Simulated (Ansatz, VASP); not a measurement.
Two plane-wave programs on B

```xyz
4
Lattice="2.5550 0.0000 0.0000 -1.2775 2.2127 0.0000 0.0000 0.0000 6.8985" Properties=species:S:1:pos:R:3 pbc="T T T"
B     0.0000    0.0000    1.7246
B     0.0000    0.0000    5.1739
B     0.0000    1.4751    1.7246
B     1.2775    0.7376    5.1739
```

Alike in both runs: task relaxation of cell and atoms; functional PBE; k mesh 15 × 15 × 5; occupations fermi-dirac, width 0.05 eV; no spin polarisation.

|  | VASP | Ansatz |
| --- | --- | --- |
| version | VASP 6.6.1 | Ansatz 0.2.0 |
| potentials or method | VASP PAW PBE potentials, release 64 (B) | PAW with Ansatz's default frozen-core files, scalar-relativistic |
| plane-wave cutoff (eV) | 600 | 420 |
| valence electrons in the cell | 12 | 12 |

Ansatz gave:

| Item | Value |
| --- | --- |
| relaxed volume (Å³/atom) | 7.85 |
| relaxed cell length with the largest relative difference (Å) | 4.043 |

Question: Which values does VASP return?

Answer: Relaxed volume (Å³/atom): 7.85; relaxed cell length with the largest relative difference (Å): 4.044.

Noted on VASP's run: the volume moved by over 15 % at a fixed basis, so the end points are rough.
